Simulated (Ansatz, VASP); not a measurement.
## BaTiO3 in VASP and in Ansatz

```
Ba Ti O
1.0
     3.99980    0.00000    0.00000
     0.00000    3.99980    0.00000
     0.00000    0.00000    4.01800
Ba Ti O
1 1 3
Direct
  0.00000 0.00000 0.00000
  0.50000 0.50000 0.49000
  0.50000 0.50000 0.01900
  0.50000 0.00000 0.51700
  0.00000 0.50000 0.51700
```

Alike in both runs: task single point; functional PBE; k mesh 6 × 6 × 6; no spin polarisation; Hubbard terms Ti d U = 2.0 eV.

|  | VASP | Ansatz |
| --- | --- | --- |
| version | VASP 6.6.1 | Ansatz 0.2.0 |
| potentials or method | VASP PAW PBE potentials, release 64 (Ba_sv, Ti_sv, O), cutoff 600 eV | plane waves, PAW |
| occupations | gaussian, width 0.01 eV | fixed |
| valence electrons in the cell | 40 | 40 |

Ansatz gave:

- gap on the k mesh at the Fermi level (eV): 2.05

Question: Estimate VASP's values.

Answer: gap on the k mesh at the Fermi level (eV): 2.00.

The programs project onto different local orbitals, so the same U acts differently, and such runs can settle in different states.

Neither program's run includes spin-orbit coupling.
